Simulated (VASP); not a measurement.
# TiTe2 (P-3m1) in VASP: notebook

TiTe2 is run at these levels: PBE; tasks: single point, relaxation of shape and atoms at fixed volume.

Everything below comes from runs of VASP 6.6.1. Logs are shortened: lines on timing, memory, paths and dates and some standing lists are left out, and cuts for length are marked.

## Step 1: The cell of the first run

Symmetry: P-3m1, No. 164, trigonal system. The conventional cell has a = 3.767 Å, b = 3.767 Å, c = 7.603 Å, α = 90.00°, β = 90.00°, γ = 120.00°. Within 3.8 Å of Ti (site symmetry -3m) lie 6 Te at 2.78 Å and 6 Ti at 3.77 Å. Te (site symmetry 3m) has 3 Ti at 2.78 Å and 6 Te at 3.77 Å within 3.8 Å.

## Step 2: Single point, PBE (31.14 Å³/atom)

INCAR reads:

```
PREC = Accurate
ENCUT = 500
EDIFF = 1E-6
ISMEAR = 0
SIGMA = 0.1
LREAL = F
LASPH = T
NELM = 120
ALGO = Normal
ISIF = 2
LWAVE = F
LCHARG = F
GGA = PE
NBANDS = 19
GGA_COMPAT = F
```

KPOINTS reads:

```
Automatic mesh
0
Gamma
  15 15 8
```

POSCAR reads:

```
TiTe2
1.0
    3.7666025207      0.0000000000      0.0000000000
   -1.8833012603      3.2619734689      0.0000000000
    0.0000000000      0.0000000000      7.6028225415
Ti Te
1 2
Direct
    0.0000000000      0.0000000000      0.0000000000
    0.6666666667      0.3333333333      0.2286369157
    0.3333333333      0.6666666667      0.7713630843
```

Potentials or basis: VASP PAW PBE potentials, release 64 (Ti_sv, Te).

Started as:

```console
> cat potpaw_PBE.64/Ti_sv/POTCAR potpaw_PBE.64/Te/POTCAR > POTCAR
> mpirun -np 1 vasp_std > vasp.out
```

OUTCAR:

```text
PREC = Accurate
   ENCUT = 500
   EDIFF = 1E-6
   ISMEAR = 0
   LREAL = F
   LASPH = T
   NELM = 120
   ISIF = 2
   GGA = PE

 ion  position               nearest neighbor table
   1  0.000  0.000  0.000-   2 2.78   3 2.78   3 2.78   2 2.78   2 2.78   3 2.78
   2  0.667  0.333  0.229-   1 2.78   1 2.78   1 2.78
   3  0.333  0.667  0.771-   1 2.78   1 2.78   1 2.78

  LATTYP: Found a hexagonal cell.
 ALAT       =     3.7666025207
 C/A-ratio  =     2.0184828369

  Lattice vectors:

 A1 = (   3.7666025207,   0.0000000000,   0.0000000000)
 A2 = (  -1.8833012603,   3.2619734689,   0.0000000000)
 A3 = (   0.0000000000,   0.0000000000,   7.6028225415)

Analysis of symmetry for initial positions (statically):
=====================================================================
 Subroutine PRICEL returns:
 Original cell was already a primitive cell.

 Routine SETGRP: Setting up the symmetry group for a
 hexagonal supercell.

 Subroutine GETGRP returns: Found 12 space group operations
 (whereof 12 operations were pure point group operations)
 out of a pool of 24 trial point group operations.

The static configuration has the point symmetry D_3d.

Analysis of symmetry for dynamics (positions and initial velocities):
=====================================================================
 Subroutine PRICEL returns:
 Original cell was already a primitive cell.

 Routine SETGRP: Setting up the symmetry group for a
 hexagonal supercell.

 Subroutine GETGRP returns: Found 12 space group operations
 (whereof 12 operations were pure point group operations)
 out of a pool of 24 trial point group operations.

The dynamic configuration has the point symmetry D_3d.

 Subroutine INISYM returns: Found 12 space group operations
 (whereof 12 operations are pure point group operations),
 and found     1 'primitive' translations

----------------------------------------------------------------------------------------

                                     Primitive cell

  volume of cell :      93.4125

  direct lattice vectors                    reciprocal lattice vectors
     3.766602521  0.000000000  0.000000000     0.265491247  0.153281443  0.000000000
    -1.883301260  3.261973469  0.000000000     0.000000000  0.306562886  0.000000000
     0.000000000  0.000000000  7.602822542     0.000000000  0.000000000  0.131530099

  length of vectors
     3.766602521  3.766602521  7.602822542     0.306562886  0.306562886  0.131530099

  position of ions in fractional coordinates (direct lattice)
     0.000000000  0.000000000  0.000000000
     0.666666667  0.333333333  0.228636916
     0.333333333  0.666666667  0.771363084

  ion indices of the primitive-cell ions
   primitive index   ion index
                 1           1
                 2           2
                 3           3

----------------------------------------------------------------------------------------

 KPOINTS: Automatic mesh

Automatic generation of k-mesh.
 Grid dimensions read from file:
 generate k-points for:   15   15    8

 Generating k-lattice:

  Cartesian coordinates                     Fractional coordinates (reciprocal lattice)
     0.017699416  0.010218763  0.000000000     0.066666667  0.000000000  0.000000000
     0.000000000  0.020437526  0.000000000     0.000000000  0.066666667  0.000000000
     0.000000000  0.000000000  0.016441262     0.000000000  0.000000000  0.125000000

  Length of vectors
     0.020437526  0.020437526  0.016441262

  Shift w.r.t. Gamma in fractional coordinates (k-lattice)
     0.000000000  0.000000000  0.000000000

 Subroutine IBZKPT returns following result:
 ===========================================

 Found    192 irreducible k-points:

 Following reciprocal coordinates:
            Coordinates               Weight
  0.000000  0.000000  0.000000      1.000000
  0.066667  0.000000  0.000000      6.000000
  0.133333  0.000000  0.000000      6.000000
  0.200000  0.000000  0.000000      6.000000
  0.266667  0.000000  0.000000      6.000000
  0.333333  0.000000  0.000000      6.000000
[... 16 lines left out ...]
  0.333333  0.200000  0.000000     12.000000
  0.400000  0.200000  0.000000      6.000000
 [... further k-points ...]
   k-points           NKPTS =    192   k-points in BZ     NKDIM =    192   number of bands    NBANDS=     19
   number of dos      NEDOS =    301   number of ions     NIONS =      3
   total plane-waves  NPLWV =  43904
   dimension x,y,z NGX =    28 NGY =   28 NGZ =   56
   dimension x,y,z NGXF=    56 NGYF=   56 NGZF=  112
   ions per type =               1   2
   NGX,Y,Z   is equivalent  to a cutoff of  12.36, 12.36, 12.25 a.u.
   NGXF,Y,Z  is equivalent  to a cutoff of  24.72, 24.72, 24.49 a.u.
 SYSTEM =  unknown system
   PREC   = accura    normal or accurate (medium, high low for compatibility)
   ISTART =      0    job   : 0-new  1-cont  2-samecut
   ICHARG =      2    charge: 1-file 2-atom 10-const
   ISPIN  =      1    spin polarized calculation?
   LNONCOLLINEAR =      F non collinear calculations
   LSORBIT =      F    spin-orbit coupling
   LASPH  =      T    aspherical Exc in radial PAW
   ENCUT  =  500.0 eV  36.75 Ry    6.06 a.u.   6.87  6.87 13.86*2*pi/ulx,y,z
   NELM   =    120;   NELMIN=  2; NELMDL= -5     # of ELM steps
   EDIFF  = 0.1E-05   stopping-criterion for ELM
   LREAL  =      F    real-space projection
   EDIFFG = 0.1E-04   stopping-criterion for IOM
   NSW    =      0    number of steps for IOM
   IBRION =     -1    ionic relax: 0-MD 1-quasi-New 2-CG
   NFREE  =      0    steps in history (QN), initial steepest desc. (CG)
   ISIF   =      2    stress and relaxation
   ISYM   =      2    0-nonsym 1-usesym 2-fastsym
   POTIM  = 0.5000    time-step for ionic-motion
   TEBEG  =    0.0;   TEEND  =   0.0 temperature during run
   PSTRESS=    0.0 pullay stress
   NELECT =      24.0000    total number of electrons
   NUPDOWN=      -1.0000    fix difference up-down
   EMIN   =  10.00;   EMAX   =-10.00  energy-range for DOS
   EFERMI =   0.00;   METHOD = LEGACY
   ISMEAR =     0;   SIGMA  =   0.10  broadening in eV -4-tet -1-fermi 0-gaus
   EFERMI_NEDOS =   21; number of points for ismear=-14 and -15
   IALGO  =     38    algorithm
   IMIX   =      4    mixing-type and parameters
     AMIX     =   0.40;   BMIX     =  1.00
     AMIX_MAG =   1.60;   BMIX_MAG =  1.00
  volume/ion in A,a.u.               =      31.14       210.13
  Fermi-wavevector in a.u.,A,eV,Ry     =   1.040743  1.966719 14.737100  1.083146
  Thomas-Fermi vector in A             =   2.175333
   LORBIT       =      0    0 simple, 1 ext, 2 COOP (PROOUT), +10 PAW based schemes
   GGA     = PE    functional components
   LHFCALC =     F    Hartree Fock is set to
   AEXX    =    0.0000 exact exchange contribution
   IVDW    =     0    specifies the selected vdW correction
   LEPSILON=     F    determine dielectric tensor
   LRPA    =     F    only Hartree local field effects (RPA)
 non-spin polarized calculation
 Gauss-broadening in eV      SIGMA  =   0.10
  energy-cutoff  :      500.00
  volume of cell :       93.41
 maximum number of plane-waves:      2391
   NGX = 13   NGY = 13   NGZ = 27

 number of electron      23.9999998 magnetization

 Free energy of the ion-electron system (eV)
  ---------------------------------------------------
  ext. energy  EPLUGINS =         0.00000000
  ---------------------------------------------------
  free energy    TOTEN  =       -16.21205468 eV

  energy without entropy =      -16.20552411  energy(sigma->0) =      -16.20878940

 E-fermi :   5.1429     XC(G=0):  -8.9546

 val. band max:        5.1201288996   @ k =   0.3333   0.0000   0.5000
 cond. band min:       5.1577642376   @ k =   0.3333   0.0000   0.0000
 fundamental gap:      0.0376353380
 Fermi energy:         5.1428565610

 k-point     1 :       0.0000    0.0000    0.0000
  band No.  band energies     occupation
      1     -52.3995      2.00000
      2     -28.6470      2.00000
      3     -28.6470      2.00000
      4     -28.6114      2.00000
      5      -6.8990      2.00000
      6      -5.9758      2.00000
[... 11 lines left out ...]
     18       9.9706      0.00000
     19      10.6472      0.00000

 k-point     2 :       0.0667    0.0000    0.0000
  band No.  band energies     occupation
      1     -52.3994      2.00000
      2     -28.6488      2.00000
      3     -28.6474      2.00000
      4     -28.6110      2.00000
      5      -6.8505      2.00000
      6      -5.9450      2.00000
[... 11 lines left out ...]
     18      10.1560      0.00000
     19      11.0125      0.00000

 k-point     3 :       0.1333    0.0000    0.0000
  band No.  band energies     occupation
      1     -52.3990      2.00000
      2     -28.6538      2.00000
      3     -28.6485      2.00000
      4     -28.6098      2.00000
      5      -6.7079      2.00000
      6      -5.8558      2.00000
[... 11 lines left out ...]
     18      10.5156      0.00000
     19      11.5101      0.00000

 k-point     4 :       0.2000    0.0000    0.0000
  band No.  band energies     occupation
      1     -52.3985      2.00000
      2     -28.6613      2.00000
      3     -28.6503      2.00000
      4     -28.6081      2.00000
      5      -6.4808      2.00000
      6      -5.7176      2.00000
[... 11 lines left out ...]
     18      10.8137      0.00000
     19      11.3635      0.00000

 k-point     5 :       0.2667    0.0000    0.0000
  band No.  band energies     occupation
      1     -52.3978      2.00000
      2     -28.6699      2.00000
      3     -28.6523      2.00000
      4     -28.6061      2.00000
      5      -6.1879      2.00000
      6      -5.5488      2.00000
[... 11 lines left out ...]
     18      10.7845      0.00000
     19      11.0551      0.00000
[... 334 lines left out ...]
      2     -28.6762      2.00000
      3     -28.6584      2.00000
      4     -28.6038      2.00000
      5      -5.7886      2.00000
      6      -5.3332      2.00000
[... 11 lines left out ...]
     18      10.8400      0.00000
     19      11.7240      0.00000

 k-point    22 :       0.2667    0.2000    0.0000
  band No.  band energies     occupation
      1     -52.3967      2.00000
      2     -28.6800      2.00000
      3     -28.6620      2.00000
      4     -28.6024      2.00000
      5      -5.5050      2.00000
      6      -5.2010      2.00000
[... 11 lines left out ...]
     18      10.3329      0.00000
     19      11.6570      0.00000

 k-point    23 :       0.3333    0.2000    0.0000
  band No.  band energies     occupation
      1     -52.3964      2.00000
      2     -28.6825      2.00000
      3     -28.6646      2.00000
      4     -28.6015      2.00000
      5      -5.2724      2.00000
      6      -5.1227      2.00000
[... 11 lines left out ...]
     18      10.0345      0.00000
     19      11.7602      0.00000

 k-point    24 :       0.4000    0.2000    0.0000
  band No.  band energies     occupation
      1     -52.3963      2.00000
      2     -28.6833      2.00000
      3     -28.6655      2.00000
      4     -28.6012      2.00000
      5      -5.1501      2.00000
      6      -5.1283      2.00000
[... 11 lines left out ...]
     18       9.9511      0.00000
     19      11.8075      0.00000

 [... further k-points ...]
[... 5 lines left out ...]
  --------------------------------------------------------------------------------------
  -------------------------------------------------------------------------------------
  Total       -0.1722700     -0.1722700     -0.1342589     -0.0000000      0.0000000     -0.0000000
  in kB       -2.9547121     -2.9547121     -2.3027600     -0.0000000      0.0000000     -0.0000000
  external PRESSURE =      -2.7373948 kB  Pullay stress =       0.0000000 kB

 VOLUME and BASIS-vectors are now :
 -----------------------------------------------------------------------------
  energy-cutoff  :      500.00
  volume of cell :       93.41
      direct lattice vectors                 reciprocal lattice vectors
     3.766602521  0.000000000  0.000000000     0.265491247  0.153281443  0.000000000
    -1.883301260  3.261973469  0.000000000     0.000000000  0.306562886  0.000000000
     0.000000000  0.000000000  7.602822542     0.000000000  0.000000000  0.131530099

 POSITION                                       TOTAL-FORCE (eV/Angst)
 -----------------------------------------------------------------------------------
      0.00000      0.00000      0.00000        -0.000000      0.000000     -0.000000
      1.88330      1.08732      1.73829         0.000000     -0.000000      0.008850
     -0.00000      2.17465      5.86454        -0.000000      0.000000     -0.008850
 -----------------------------------------------------------------------------------
    total drift:                               -0.000000      0.000000     -0.000000

  FREE ENERGIE OF THE ION-ELECTRON SYSTEM (eV)
  ---------------------------------------------------
  free  energy   TOTEN  =       -16.2120546828 eV

  energy  without entropy=      -16.2055241145  energy(sigma->0) =      -16.20878940
```

Wall time 9.3 min (1 thread of Oxide Virtual Turin-like, shared host); peak memory 0.4 GiB.

Results:

```yaml
Free_energy: -16.2121 eV
Pressure: -0.3 GPa
Largest_force: 0.009 eV/Å
Band_gap_on_the_k_mesh: zero (bands 12 and 13 overlap by 0.59 eV)
```

Forces on the atoms (eV/Å):
```
Ti   0.000  0.000  0.000
Te   0.000  0.000  0.009
Te   0.000  0.000 -0.009
```

Levels at points of the mesh, in eV from the Fermi level:
| k point | band 8 | band 9 | band 10 | band 11 | band 12 | band 13 | band 14 | band 15 | band 16 | band 17 |
| --- | --- | --- | --- | --- | --- | --- | --- | --- | --- | --- |
| (0.00, 0.00, 0.00) | -1.52 | -1.52 | -0.70 | 0.33 | 0.39 | 0.39 | 1.10 | 1.10 | 3.27 | 3.27 |
| (0.00, 0.00, 0.50) | -2.03 | -1.51 | -1.51 | 0.39 | 0.39 | 0.70 | 1.06 | 1.06 | 3.34 | 3.34 |

Caveat: spin-orbit coupling is left out, which moves the levels of the heavy elements; this functional lacks dispersion, which binds layers or chains, so the pressure and a relaxed spacing across them are unreliable.

## Step 3: Relaxation of shape and atoms at fixed volume, PBE (26.00 Å³/atom)

This run uses another cell than the first one, of 26.00 Å³/atom.

INCAR reads:

```
SYSTEM = TiTe2
ALGO = Normal ; EDIFF = 1E-7
EDIFFG = -0.01 ; ENCUT = 500
GGA = PE ; GGA_COMPAT = .False.
IBRION = 2 ; ISIF = 4
ISMEAR = 0 ; LASPH = .True.
LCHARG = .False. ; LREAL = .False.
LWAVE = .False. ; NELM = 120
NELMIN = 4 ; NSW = 50
PREC = Accurate ; SIGMA = 0.1
```

KPOINTS reads:

```
k-points
0
Gamma
  15 15 8
  0 0 0
```

POSCAR reads:

```
TiTe2
1.0
    3.7075368498      0.0000000000      0.0000000000
   -1.8537684249      3.2108210974      0.0000000000
    0.0000000000      0.0000000000      6.5511626333
Ti Te
1 2
Direct
    0.0000000000      0.0000000000      0.0000000000
    0.6666666667      0.3333333333      0.2610463020
    0.3333333333      0.6666666667      0.7389536980
```

Potentials or basis: VASP PAW PBE potentials, release 64 (Ti_sv, Te).

Started as:

```console
> cat potpaw_PBE.64/Ti_sv/POTCAR potpaw_PBE.64/Te/POTCAR > POTCAR
> mpirun -np 1 vasp_std > vasp.out
```

Wall time 18 min (1 thread of Oxide Virtual Turin-like, shared host); peak memory 0.34 GiB.

The run converged. Its results:

* Free energy: -16.1885 eV
* Energy gained by relaxing: 3.4 meV/atom
* Ionic steps: 5
* Pressure after relaxing: 1.9 GPa
* Largest force after relaxing: 0.006 eV/Å
* Band gap on the k mesh: zero (bands 12 and 13 overlap by 0.75 eV)

Forces in eV/Å, atoms in the order of the input:
```
Ti   0.000  0.000  0.000
Te   0.000  0.000 -0.006
Te   0.000  0.000  0.006
```

Step by step:
```csv
step,energy change (eV),largest force (eV/Å),pressure (GPa),volume (Å³)
1,0.0000,0.3013,3.20,77.99
2,-0.0065,0.1490,2.65,77.99
3,-0.0084,0.0045,2.14,77.99
4,-0.0096,0.0008,2.06,77.99
5,-0.0103,0.0062,1.94,77.99
```

Final structure:
```cif
data_structure
_symmetry_space_group_name_H-M 'P 1'
_symmetry_Int_Tables_number 1
_cell_length_a 3.7246
_cell_length_b 3.7246
_cell_length_c 6.4912
_cell_angle_alpha 90.000
_cell_angle_beta 90.000
_cell_angle_gamma 120.000
_cell_volume 77.99
loop_
_atom_site_label
_atom_site_type_symbol
_atom_site_fract_x
_atom_site_fract_y
_atom_site_fract_z
_atom_site_occupancy
Ti1 Ti 0.00000 0.00000 0.00000 1
Te1 Te 0.66667 0.33333 0.26665 1
Te2 Te 0.33333 0.66667 0.73335 1
```

Levels at points of the mesh, in eV from the Fermi level:
```tsv
k point	band 10	band 11	band 12	band 13	band 14	band 15
(0.00, 0.00, 0.00)	0.25	0.41	0.41	0.53	1.19	1.19
(0.00, 0.00, 0.50)	-1.54	0.40	0.40	0.84	0.84	1.01
```

Caveat: spin-orbit coupling is left out, which moves the levels of the heavy elements; this functional lacks dispersion, which binds layers or chains, so the pressure and a relaxed spacing across them are unreliable.

The gap in the log of VASP goes by the Fermi energy; the results here count the filled bands.